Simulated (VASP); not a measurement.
Here is a VASP 6.6.1 calculation.

The input INCAR:

```
PREC     = Accurate       # precision mode
ENCUT    = 600            # plane-wave cutoff, eV
EDIFF    = 1E-7           # SCF threshold, eV
ISMEAR   = 0              # smearing method
SIGMA    = 0.02           # smearing width, eV
LREAL    = F              # projectors in reciprocal space
LASPH    = T              # aspherical terms in the spheres
NELM     = 80             # most SCF steps
ALGO     = Normal         # electronic algorithm
ISIF     = 3              # what is computed and relaxed
LWAVE    = F              # write WAVECAR
LCHARG   = F              # write CHGCAR
GGA      = PE             # functional
IBRION   = 2              # ionic algorithm
NSW      = 100            # ionic steps
EDIFFG   = -0.01          # ionic threshold
```

Contents of KPOINTS:

```
regular mesh
0
Gamma
  6 6 6
```

POSCAR

```
KF
1.0
    0.0000000000      3.2389350100      3.2389350100
    3.2389350100      0.0000000000      3.2389350100
    3.2389350100      3.2389350100      0.0000000000
K F
1 1
Direct
    0.7500000000      0.7500000000      0.7500000000
    0.0000000000      0.0000000000      0.0000000000
```

Potentials or basis: VASP PAW PBE potentials, release 64 (K_sv, F).

The run is started by

```bash
$ cat potpaw_PBE.64/K_sv/POTCAR potpaw_PBE.64/F/POTCAR > POTCAR
$ mpirun -np 1 vasp_std > vasp.out
```

Q: Predict the relaxed cell.

A: a = 4.208 Å, b = 4.208 Å, c = 4.208 Å, α = 60.00°, β = 60.00°, γ = 60.00°.

Q: What does it give for the band gap on the k mesh?

A: 5.05 eV (least direct gap 5.23 eV).

Q: What does it give for the relaxed volume?

A: 26.34 Å³/atom.

Q: Predict the space group after relaxing (to 0.1 Å).

A: F-43m (No. 216).

The path:
```csv
step,energy change (eV),largest force (eV/Å),pressure (GPa),volume (Å³)
1,0.0000,0.0000,-2.95,67.96
2,-0.1004,0.0000,-2.35,61.98
3,-0.1759,0.0000,-0.72,54.64
4,-0.1801,0.0000,0.24,52.07
5,-0.1806,0.0000,-0.01,52.68
```

Caveat: the cell differs from its parent crystal (atoms taken out); the volume moved by over 15 % at a fixed basis, so the end points are rough. A k mesh can miss the band edges.
